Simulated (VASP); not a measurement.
A run of VASP 6.6.1 is set up as follows.

The input INCAR:

```
PREC = Accurate
ENCUT = 500
EDIFF = 1E-6
ISMEAR = 0
SIGMA = 0.1
LREAL = F
LASPH = T
NELM = 120
ALGO = Normal
ISIF = 2
LWAVE = F
LCHARG = F
GGA = CA
NBANDS = 21
GGA_COMPAT = F
```

File KPOINTS:

```
regular mesh
0
Gamma
  6 6 6
```

Contents of POSCAR:

```
InBi
1.0
    0.0000000000      3.3835383100      3.3835383100
    3.3835383100      0.0000000000      3.3835383100
    3.3835383100      3.3835383100      0.0000000000
In Bi
1 1
Direct
    0.0000000000      0.0000000000      0.0000000000
    0.2500000000      0.2500000000      0.2500000000
```

Potentials or basis: VASP PAW LDA potentials, release 64 (In_d, Bi_d).

The run is started by

```console
$ cat potpaw_LDA.64/In_d/POTCAR potpaw_LDA.64/Bi_d/POTCAR > POTCAR
$ mpirun -np 1 vasp_std > vasp.out
```

(1) What does it give for the pressure?

(2) Estimate the band gap on the k mesh.

Answers

(1) -1.8 GPa.

(2) zero (bands 14 and 15 overlap by 0.26 eV).

Caveat: spin-orbit coupling is left out, which moves the levels of the heavy elements.
